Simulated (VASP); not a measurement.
ZnCd2Se2S:

```
CELL_PARAMETERS angstrom
4.45277 0.00000 0.00000
-2.22638 3.85621 0.00000
0.00000 0.00000 7.39770
ATOMIC_POSITIONS crystal
Zn 0.00000 0.00000 0.50000
Cd 0.66667 0.33333 0.65929
Cd 0.33333 0.66667 0.34071
Se 0.66667 0.33333 0.26735
Se 0.33333 0.66667 0.73265
S 0.00000 0.00000 0.00000
```

The cell was built from a structure type or drawn by symmetry, and may not be a known phase.

| Property | Result |
| --- | --- |
| Program | VASP 6.6.1 |
| Task | relaxation of cell and atoms |
| Functional | PBE |
| Potentials or basis | VASP PAW PBE potentials, release 64 (Zn, Cd, Se, S) |
| Cutoff | 600 eV |
| k mesh | 6 × 6 × 4 |
| Occupations | gaussian, width 0.1 eV |
| Spin | no spin polarisation |

At the start: pressure 7.6 GPa; volume 21.17 Å³/atom.

Question: How do energy, volume and symmetry change on relaxing?

Answer: Over 43 steps the energy falls by 252.7 meV/atom and the volume is 22.02 Å³/atom (+4.0 %); space group P-3m1 (No. 164, to 0.1 Å) before and after.

Step by step:
```csv
step,energy change (eV),largest force (eV/Å),pressure (GPa),volume (Å³)
1,0.0000,1.3777,7.57,127.02
3,-0.4494,0.5203,-0.94,142.35
5,-0.6651,0.4045,-0.22,135.66
7,-0.7617,0.2467,1.50,128.21
9,-0.7925,0.2178,-0.43,131.68
11,-0.8781,0.3386,-0.20,130.24
13,-0.2978,3.5050,8.50,122.17
15,-1.0567,1.1275,2.30,124.94
17,-1.0741,0.8553,1.40,125.80
19,-1.1064,0.9645,1.29,126.35
21,-1.1157,1.0669,1.30,126.73
23,-1.2053,0.8254,-0.28,129.29
25,-1.3194,0.4253,-1.86,131.42
27,-1.2583,0.4979,6.60,115.95
29,-1.4573,0.1427,1.57,122.62
31,-1.4751,0.1231,0.96,123.94
33,-1.4853,0.0664,-0.25,126.51
35,-1.4955,0.1190,0.08,126.76
37,-1.5001,0.1780,0.16,127.32
39,-1.5083,0.1242,0.80,131.42
41,-1.5121,0.1510,0.53,130.48
43,-1.5164,0.0252,-0.08,132.10
```

Final structure:
```yaml
crystal:
  lattice:
    - [5.38536, 0.00000, 0.00000]
    - [-2.69268, 4.66386, 0.00000]
    - [0.00000, 0.00000, 5.25967]
  atoms:
    - { symbol: Zn, position: [0.00000, 0.00000, 0.50000] }
    - { symbol: Cd, position: [0.66667, 0.33333, 0.80935] }
    - { symbol: Cd, position: [0.33333, 0.66667, 0.19065] }
    - { symbol: Se, position: [0.66667, 0.33333, 0.30669] }
    - { symbol: Se, position: [0.33333, 0.66667, 0.69331] }
    - { symbol: S, position: [0.00000, 0.00000, 0.00000] }
```

Caveat: a cell axis changed by over 15 % at a fixed basis, so the end point is rough.
